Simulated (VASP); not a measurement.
Set up this calculation in VASP 6.6.1, as the native input.

| Item | Value |
| --- | --- |
| Task | electric field gradients |
| Functional | r2SCAN |
| Potentials or basis | VASP PAW PBE potentials, release 64 (Cu, Au) |
| Cutoff | 520 eV |
| k mesh | 12 × 12 × 9 |
| Occupations | fermi-dirac, width 0.05 eV |
| Spin | no spin polarisation |
| Dipole correction | no |
| Further INCAR settings | ALGO = Normal; EDIFF = 1e-08; NBANDS = 18 |

The system is CuAu.

```xyz
2
Lattice="2.8743 0.0000 0.0000 0.0000 2.8743 0.0000 0.0000 0.0000 3.6112" Properties=species:S:1:pos:R:3 pbc="T T T"
Cu    1.4371    1.4371    1.8056
Au    0.0000    0.0000    0.0000
```

This cell differs from its parent crystal: volume scaled by 1.025.

The input as run:

POSCAR

```
CuAu
1.0
    2.8742629950      0.0000000000      0.0000000000
    0.0000000000      2.8742629950      0.0000000000
    0.0000000000      0.0000000000      3.6112102756
Cu Au
1 1
Direct
    0.5000000000      0.5000000000      0.5000000000
    0.0000000000      0.0000000000      0.0000000000
```

INCAR.step1

```
PREC = Accurate ; ENCUT = 520
ISMEAR = -1 ; SIGMA = 0.05
LREAL = F ; LASPH = T
NELM = 80 ; NBANDS = 18
GGA = PE ; ALGO = Normal
EDIFF = 1E-4 ; LWAVE = T
LCHARG = F
```

INCAR.step2

```
PREC = Accurate ; ENCUT = 520
EDIFF = 1E-8 ; ISMEAR = -1
SIGMA = 0.05 ; LREAL = F
LASPH = T ; NELM = 80
ALGO = Normal ; ISIF = 2
LWAVE = F ; LCHARG = F
METAGGA = R2SCAN ; LMIXTAU = T
LEFG = T ; NBANDS = 18
ISTART = 1
```

KPOINTS

```
regular mesh
0
Gamma
  12 12 9
```

Potentials or basis: VASP PAW PBE potentials, release 64 (Cu, Au).

Run with:

```sh
$ cat potpaw_PBE.64/Cu/POTCAR potpaw_PBE.64/Au/POTCAR > POTCAR
$ cp INCAR.step1 INCAR
$ mpirun -np 1 vasp_std > vasp.out
$ cp INCAR.step2 INCAR
$ mpirun -np 1 vasp_std > vasp.out
```

It gave:

The pressure is -3.4 GPa and the band gap on the k mesh is zero (band 11 reaches 13.52 eV, above the bottom of band 12 at 6.14 eV).

Caveat: without QUAD_EFG the Cq values of the log hold for a quadrupole moment of 1 mb, not for the nuclei; the PAW data sets were made with another functional, which shifts forces and pressure a little; spin-orbit coupling is left out, which moves the levels of the heavy elements.

Run time: 86 s on 1 thread of Intel(R) Xeon(R) 6975P-C (Granite Rapids), with other jobs on the host, peak memory 0.21 GiB.
